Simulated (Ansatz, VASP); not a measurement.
Given: the input of a run of VASP 6.6.1 on HgTe.

Contents of POSCAR:

```
HgTe
1.0
    0.0000000000      3.1370217585      3.1370217585
    3.1370217585      0.0000000000      3.1370217585
    3.1370217585      3.1370217585      0.0000000000
Hg Te
1 1
Direct
    0.0000000000      0.0000000000      0.0000000000
    0.5000000000      0.5000000000      0.5000000000
```

Contents of INCAR.step1:

```
PREC = Accurate
ENCUT = 520
ISMEAR = -1
SIGMA = 0.05
LREAL = F
LASPH = T
NELM = 60
NBANDS = 16
GGA = PE
ALGO = Normal
EDIFF = 1E-4
LWAVE = T
LCHARG = F
```

The input INCAR.step2:

```
PREC = Accurate
ENCUT = 520
EDIFF = 1E-7
ISMEAR = -1
SIGMA = 0.05
LREAL = F
LASPH = T
NELM = 60
ALGO = Normal
ISIF = 2
LWAVE = F
LCHARG = T
METAGGA = R2SCAN
LMIXTAU = T
LELF = T
LVHAR = T
NBANDS = 16
ISTART = 1
```

The input KPOINTS:

```
regular mesh
0
Gamma
  7 7 7
```

Potentials or basis: VASP PAW PBE potentials, release 64 (Hg, Te).

The run is started by

```sh
$ cat potpaw_PBE.64/Hg/POTCAR potpaw_PBE.64/Te/POTCAR > POTCAR
$ cp INCAR.step1 INCAR
$ mpirun -np 1 vasp_std > vasp.out
$ cp INCAR.step2 INCAR
$ mpirun -np 1 vasp_std > vasp.out
```

**Question.** Translate it to Ansatz 0.2.0. Potentials there: Ansatz PAW.

**Answer.** As run (the cutoff follows the program's own potentials):

Contents of input.yaml:

```yaml
crystal:
  lattice:
    - [0.0, 3.1370217585, 3.1370217585]
    - [3.1370217585, 0.0, 3.1370217585]
    - [3.1370217585, 3.1370217585, 0.0]
  atoms:
    - { symbol: Hg, position: [0.0, 0.0, 0.0] }
    - { symbol: Te, position: [0.5, 0.5, 0.5] }
hamiltonian:
  xc: r2scan
  pseudopotentials: { kind: paw }
kpoints:
  mp_grid: { grid: [7, 7, 7] }
scf:
  occupations: { method: fermi_dirac, width: 0.05 }
output:
  forces: true
  stress: true
  eigenvalues: true
```

Potentials or basis: Ansatz PAW.

The run is started by

```console
$ ansatz run input.yaml --threads 2 --pin off --max-ram 5632MiB --backend cpu --events-out ev --progress --plain --runs-dir out
```

Both were run:

|  | VASP | Ansatz | Ansatz less VASP |
| --- | --- | --- | --- |
| gap on the k mesh at the Fermi level (eV) | none | none | - |
| pressure (GPa) | -3.7 | -3.8 | -0.10 |

VASP's potentials were made for PBE, not for r2SCAN. A gap of «none» marks a metal or a gap that the smearing closes. VASP's potentials hold 18 valence electrons a cell and Ansatz's 36, so a difference there can come from the potentials and not from the codes.

Spin-orbit coupling is off throughout.
